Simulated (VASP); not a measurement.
# Ti: single point with PBE

The system is Ti.

```xyz
2
Lattice="2.9057 0.0000 0.0000 -1.4529 2.5165 0.0000 0.0000 0.0000 4.6860" Properties=species:S:1:pos:R:3 pbc="T T T"
Ti    0.0000    1.6776    1.1715
Ti    1.4529    0.8388    3.5145
```

This cell differs from its parent crystal: strain -0.0150 x Voigt [1, 1, 0, 0, 0, 0].

```yaml
Program: VASP 6.6.1
Task: single point
Functional: PBE
Potentials_or_basis: VASP PAW PBE potentials, release 64 (Ti_sv)
Cutoff: 520 eV
k_mesh: 18 × 18 × 10
Occupations: gaussian, width 0.15 eV
Spin: no spin polarisation
```

```yaml
Pressure: 1.4 GPa
Band_gap_on_the_k_mesh: zero (band 12 reaches 9.27 eV, above the bottom of band 13 at 8.15 eV)
```

Stress tensor (GPa, compression positive):
```
 2.09  0.00  0.00
 0.00  2.09  0.00
 0.00  0.00 -0.06
```

Levels at points of the mesh, in eV from the Fermi level:
| k point | band 9 | band 10 | band 11 | band 12 | band 13 | band 14 | band 15 | band 16 |
| --- | --- | --- | --- | --- | --- | --- | --- | --- |
| (0.00, 0.00, 0.00) | -6.24 | -2.73 | 0.65 | 0.79 | 0.81 | 0.81 | 1.29 | 1.29 |
| (0.50, 0.00, 0.00) | -2.34 | -2.18 | -1.89 | -0.54 | 0.58 | 0.58 | 1.13 | 3.47 |
| (0.00, 0.00, 0.50) | -4.40 | -4.40 | 0.02 | 0.02 | 0.74 | 0.74 | 0.74 | 0.74 |
| (0.50, 0.00, 0.50) | -2.57 | -2.57 | -0.86 | -0.86 | 1.39 | 1.39 | 1.81 | 1.81 |

Run time: 5.6 min on 1 thread of AMD EPYC 9R45 96-Core Processor (Zen 5), on a shared host, peak memory 0.21 GiB.

Caveat: the cell differs from its parent crystal (strain -0.0150 x Voigt [1, 1, 0, 0, 0, 0]).
